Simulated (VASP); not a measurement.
# Al3Cu (P4/mmm) in VASP: further runs

Runs on Al3Cu. Level: PBEsol. Tasks: single point.

Program: VASP 6.6.1. These are calculated values, not measurements. Logs are shortened: lines on timing, memory, paths and dates and some standing lists are left out, and cuts for length are marked.

### Step 1. The cell of the first run

It takes space group P4/mmm (No. 123, tetragonal). Conventional cell: a = 2.786 Å, b = 2.786 Å, c = 7.570 Å, α = 90.00°, β = 90.00°, γ = 90.00°. Al (site symmetry 4/mmm) has 12 Al at 2.79 to 2.89 Å within 3.7 Å. Al (site symmetry 4mm) has 4 Cu at 2.59 Å and 9 Al at 2.79 to 3.35 Å within 3.4 Å. Within 3.4 Å of Cu (site symmetry 4/mmm) lie 8 Al at 2.59 Å and 4 Cu at 2.79 Å.

### Step 2. Single point, PBEsol

The input, INCAR:

```
  PREC = Accurate
  ENCUT = 520
  EDIFF = 1E-6
  ISMEAR = -1
  SIGMA = 0.15
  LREAL = False
  LASPH = True
  NELM = 100
  ALGO = Fast
  ISIF = 2
  LWAVE = False
  LCHARG = False
  GGA = PS
  NBANDS = 18
```

The input, KPOINTS:

```
Automatic mesh
0
Gamma
  16 16 6
```

The input, POSCAR:

```
Al3Cu
1.0
    2.7859707303      0.0000000000      0.0000000000
    0.0000000000      2.7859707303      0.0000000000
    0.0000000000      0.0000000000      7.5697807182
Al Cu
3 1
Direct
    0.0000000000      0.0000000000      0.5000000000
    0.5000000000      0.5000000000      0.2213906882
    0.5000000000      0.5000000000      0.7786093118
    0.0000000000      0.0000000000      0.0000000000
```

Potentials or basis: VASP PAW PBE potentials, release 64 (Al, Cu).

Launch:

```sh
$ cat potpaw_PBE.64/Al/POTCAR potpaw_PBE.64/Cu/POTCAR > POTCAR
$ mpirun -np 1 vasp_std > vasp.out
```

OUTCAR:

```text
PREC = Accurate
   ENCUT = 520
   EDIFF = 1E-6
   ISMEAR = -1
   LREAL = False
   LASPH = True
   NELM = 100
   ISIF = 2
   GGA = PS

 ion  position               nearest neighbor table
   1  0.000  0.000  0.500-   2 2.89   3 2.89   2 2.89   3 2.89   2 2.89   3 2.89   2 2.89   3 2.89

   2  0.500  0.500  0.221-   4 2.59   4 2.59   4 2.59   4 2.59   1 2.89   1 2.89   1 2.89   1 2.89
                             3 3.35
   3  0.500  0.500  0.779-   4 2.59   4 2.59   4 2.59   4 2.59   1 2.89   1 2.89   1 2.89   1 2.89
                             2 3.35
   4  0.000  0.000  0.000-   2 2.59   3 2.59   2 2.59   3 2.59   2 2.59   3 2.59   2 2.59   3 2.59

  LATTYP: Found a simple tetragonal cell.
 ALAT       =     2.7859707303
 C/A-ratio  =     2.7171070521

  Lattice vectors:

 A1 = (   2.7859707303,   0.0000000000,   0.0000000000)
 A2 = (   0.0000000000,   2.7859707303,   0.0000000000)
 A3 = (   0.0000000000,   0.0000000000,   7.5697807182)

Analysis of symmetry for initial positions (statically):
=====================================================================
 Subroutine PRICEL returns:
 Original cell was already a primitive cell.

 Routine SETGRP: Setting up the symmetry group for a
 simple tetragonal supercell.

 Subroutine GETGRP returns: Found 16 space group operations
 (whereof 16 operations were pure point group operations)
 out of a pool of 16 trial point group operations.

The static configuration has the point symmetry D_4h.

Analysis of symmetry for dynamics (positions and initial velocities):
=====================================================================
 Subroutine PRICEL returns:
 Original cell was already a primitive cell.

 Routine SETGRP: Setting up the symmetry group for a
 simple tetragonal supercell.

 Subroutine GETGRP returns: Found 16 space group operations
 (whereof 16 operations were pure point group operations)
 out of a pool of 16 trial point group operations.

The dynamic configuration has the point symmetry D_4h.

 Subroutine INISYM returns: Found 16 space group operations
 (whereof 16 operations are pure point group operations),
 and found     1 'primitive' translations

----------------------------------------------------------------------------------------

                                     Primitive cell

  volume of cell :      58.7539

  direct lattice vectors                    reciprocal lattice vectors
     2.785970730  0.000000000  0.000000000     0.358941316  0.000000000  0.000000000
     0.000000000  2.785970730  0.000000000     0.000000000  0.358941316  0.000000000
     0.000000000  0.000000000  7.569780718     0.000000000  0.000000000  0.132104223

  length of vectors
     2.785970730  2.785970730  7.569780718     0.358941316  0.358941316  0.132104223

  position of ions in fractional coordinates (direct lattice)
     0.000000000  0.000000000  0.500000000
     0.500000000  0.500000000  0.221390688
     0.500000000  0.500000000  0.778609312
     0.000000000  0.000000000  0.000000000

  ion indices of the primitive-cell ions
   primitive index   ion index
                 1           1
                 2           2
                 3           3
                 4           4

----------------------------------------------------------------------------------------

 KPOINTS: Automatic mesh

Automatic generation of k-mesh.
 Grid dimensions read from file:
 generate k-points for:   16   16    6

 Generating k-lattice:

  Cartesian coordinates                     Fractional coordinates (reciprocal lattice)
     0.022433832  0.000000000  0.000000000     0.062500000  0.000000000  0.000000000
     0.000000000  0.022433832  0.000000000     0.000000000  0.062500000  0.000000000
     0.000000000  0.000000000  0.022017370     0.000000000  0.000000000  0.166666667

  Length of vectors
     0.022433832  0.022433832  0.022017370

  Shift w.r.t. Gamma in fractional coordinates (k-lattice)
     0.000000000  0.000000000  0.000000000

 Subroutine IBZKPT returns following result:
 ===========================================

 Found    180 irreducible k-points:

 Following reciprocal coordinates:
            Coordinates               Weight
  0.000000  0.000000  0.000000      1.000000
  0.062500  0.000000  0.000000      4.000000
  0.125000  0.000000  0.000000      4.000000
  0.187500  0.000000  0.000000      4.000000
  0.250000  0.000000  0.000000      4.000000
  0.312500  0.000000  0.000000      4.000000
[... 16 lines left out ...]
  0.437500  0.125000  0.000000      8.000000
  0.500000  0.125000  0.000000      4.000000
 [... further k-points ...]
   k-points           NKPTS =    180   k-points in BZ     NKDIM =    180   number of bands    NBANDS=     18
   number of dos      NEDOS =    301   number of ions     NIONS =      4
   total plane-waves  NPLWV =  32256
   dimension x,y,z NGX =    24 NGY =   24 NGZ =   56
   dimension x,y,z NGXF=    48 NGYF=   48 NGZF=  112
   ions per type =               3   1
   NGX,Y,Z   is equivalent  to a cutoff of  14.32, 14.32, 12.30 a.u.
   NGXF,Y,Z  is equivalent  to a cutoff of  28.64, 28.64, 24.60 a.u.
 SYSTEM =  unknown system
   PREC   = accura    normal or accurate (medium, high low for compatibility)
   ISTART =      0    job   : 0-new  1-cont  2-samecut
   ICHARG =      2    charge: 1-file 2-atom 10-const
   ISPIN  =      1    spin polarized calculation?
   LNONCOLLINEAR =      F non collinear calculations
   LSORBIT =      F    spin-orbit coupling
   LASPH  =      T    aspherical Exc in radial PAW
   ENCUT  =  520.0 eV  38.22 Ry    6.18 a.u.   5.18  5.18 14.07*2*pi/ulx,y,z
   NELM   =    100;   NELMIN=  2; NELMDL= -5     # of ELM steps
   EDIFF  = 0.1E-05   stopping-criterion for ELM
   LREAL  =      F    real-space projection
   EDIFFG = 0.1E-04   stopping-criterion for IOM
   NSW    =      0    number of steps for IOM
   IBRION =     -1    ionic relax: 0-MD 1-quasi-New 2-CG
   NFREE  =      0    steps in history (QN), initial steepest desc. (CG)
   ISIF   =      2    stress and relaxation
   ISYM   =      2    0-nonsym 1-usesym 2-fastsym
   POTIM  = 0.5000    time-step for ionic-motion
   TEBEG  =    0.0;   TEEND  =   0.0 temperature during run
   PSTRESS=    0.0 pullay stress
   NELECT =      20.0000    total number of electrons
   NUPDOWN=      -1.0000    fix difference up-down
   EMIN   =  10.00;   EMAX   =-10.00  energy-range for DOS
   EFERMI =   0.00;   METHOD = LEGACY
   ISMEAR =    -1;   SIGMA  =   0.15  broadening in eV -4-tet -1-fermi 0-gaus
   EFERMI_NEDOS =   21; number of points for ismear=-14 and -15
   IALGO  =     68    algorithm
   IMIX   =      4    mixing-type and parameters
     AMIX     =   0.40;   BMIX     =  1.00
     AMIX_MAG =   1.60;   BMIX_MAG =  1.00
  volume/ion in A,a.u.               =      14.69        99.12
  Fermi-wavevector in a.u.,A,eV,Ry     =   1.143070  2.160088 17.777484  1.306608
  Thomas-Fermi vector in A             =   2.279766
   LORBIT       =      0    0 simple, 1 ext, 2 COOP (PROOUT), +10 PAW based schemes
   GGA     = PS    functional components
   LHFCALC =     F    Hartree Fock is set to
   AEXX    =    0.0000 exact exchange contribution
   IVDW    =     0    specifies the selected vdW correction
   LEPSILON=     F    determine dielectric tensor
   LRPA    =     F    only Hartree local field effects (RPA)
 non-spin polarized calculation
 RMM-DIIS sequential band-by-band and
  energy-cutoff  :      520.00
  volume of cell :       58.75
 maximum number of plane-waves:      1608
 NGX is ok and might be reduce to    24
   NGX = 11   NGY = 11   NGZ = 29

 number of electron      20.0000009 magnetization

 Free energy of the ion-electron system (eV)
  ---------------------------------------------------
  ext. energy  EPLUGINS =         0.00000000
  ---------------------------------------------------
  free energy    TOTEN  =       -17.00968457 eV

  energy without entropy =      -16.90655561  energy(sigma->0) =      -16.95812009

 E-fermi :   8.4001     XC(G=0): -10.9428

 val. band max:        8.3995037044   @ k =   0.4375   0.1875   0.3333
 cond. band min:       8.4016270008   @ k =   0.3125   0.2500   0.5000
 fundamental gap:      0.0021232964
 Fermi energy:         8.4000545019

 k-point     1 :       0.0000    0.0000    0.0000
  band No.  band energies     occupation
      1      -2.8058      2.00000
      2      -0.3767      2.00000
      3      -0.0935      2.00000
      4       3.8653      2.00000
      5       3.9605      2.00000
      6       4.7385      2.00000
[... 10 lines left out ...]
     17      17.4783      0.00000
     18      17.4786      0.00000

 k-point     2 :       0.0625    0.0000    0.0000
  band No.  band energies     occupation
      1      -2.7305      2.00000
      2      -0.3089      2.00000
      3      -0.0181      2.00000
      4       3.8791      2.00000
      5       3.9817      2.00000
      6       4.6912      2.00000
[... 10 lines left out ...]
     17      17.5604      0.00000
     18      17.9035      0.00000

 k-point     3 :       0.1250    0.0000    0.0000
  band No.  band energies     occupation
      1      -2.5051      2.00000
      2      -0.1066      2.00000
      3       0.2072      2.00000
      4       3.9153      2.00000
      5       4.0428      2.00000
      6       4.5734      2.00000
[... 10 lines left out ...]
     17      17.8047      0.00000
     18      18.2957      0.00000

 k-point     4 :       0.1875    0.0000    0.0000
  band No.  band energies     occupation
      1      -2.1311      2.00000
      2       0.2261      2.00000
      3       0.5796      2.00000
      4       3.9631      2.00000
      5       4.1313      2.00000
      6       4.4284      2.00000
[... 375 lines left out ...]
      4       3.7961      2.00000
      5       4.1160      2.00000
      6       4.3504      2.00000
[... 10 lines left out ...]
     17      16.3291      0.00000
     18      17.5034      0.00000

 k-point    23 :       0.4375    0.1250    0.0000
  band No.  band energies     occupation
      1       1.0443      2.00000
      2       2.6126      2.00000
      3       3.0540      2.00000
      4       3.4761      2.00000
      5       4.0702      2.00000
      6       4.3166      2.00000
[... 10 lines left out ...]
     17      17.1217      0.00000
     18      17.1965      0.00000

 k-point    24 :       0.5000    0.1250    0.0000
  band No.  band energies     occupation
      1       1.9850      2.00000
      2       2.1138      2.00000
      3       2.8436      2.00000
      4       3.9774      2.00000
      5       4.0606      2.00000
      6       4.1103      2.00000
[... 10 lines left out ...]
     17      16.1030      0.00000
     18      18.0382      0.00000

 [... further k-points ...]
[... 5 lines left out ...]
  --------------------------------------------------------------------------------------
  -------------------------------------------------------------------------------------
  Total        0.0910930      0.0910930      0.0842081      0.0000000      0.0000000      0.0000000
  in kB        2.4840433      2.4840433      2.2962966      0.0000000      0.0000000      0.0000000
  external PRESSURE =       2.4214611 kB  Pullay stress =       0.0000000 kB

 VOLUME and BASIS-vectors are now :
 -----------------------------------------------------------------------------
  energy-cutoff  :      520.00
  volume of cell :       58.75
      direct lattice vectors                 reciprocal lattice vectors
     2.785970730  0.000000000  0.000000000     0.358941316  0.000000000  0.000000000
     0.000000000  2.785970730  0.000000000     0.000000000  0.358941316  0.000000000
     0.000000000  0.000000000  7.569780718     0.000000000  0.000000000  0.132104223

 POSITION                                       TOTAL-FORCE (eV/Angst)
 -----------------------------------------------------------------------------------
      0.00000      0.00000      3.78489        -0.000000     -0.000000      0.000000
      1.39299      1.39299      1.67588         0.000000      0.000000      0.021363
      1.39299      1.39299      5.89390        -0.000000     -0.000000     -0.021363
      0.00000      0.00000      0.00000        -0.000000     -0.000000      0.000000
 -----------------------------------------------------------------------------------
    total drift:                               -0.000000      0.000000     -0.000000

  FREE ENERGIE OF THE ION-ELECTRON SYSTEM (eV)
  ---------------------------------------------------
  free  energy   TOTEN  =       -17.0096845692 eV

  energy  without entropy=      -16.9065556103  energy(sigma->0) =      -16.95812009
```

It took 3.5 min on 1 thread of AMD EPYC 9R45 (Zen 5), shared host; peak memory 0.27 GiB.

Results:

| Quantity | Value |
| --- | --- |
| Free energy | -17.0097 eV |
| Pressure | 0.2 GPa |
| Largest force | 0.021 eV/Å |
| Band gap on the k mesh | zero (band 10 reaches 12.72 eV, above the bottom of band 11 at 6.48 eV) |

Forces on the atoms (eV/Å):
```
Al   0.000  0.000  0.000
Al   0.000  0.000  0.021
Al   0.000  0.000 -0.021
Cu   0.000  0.000  0.000
```

Caveat: the PAW data sets were made with another functional, which shifts forces and pressure a little.

(Continued in part 2 of 3.)
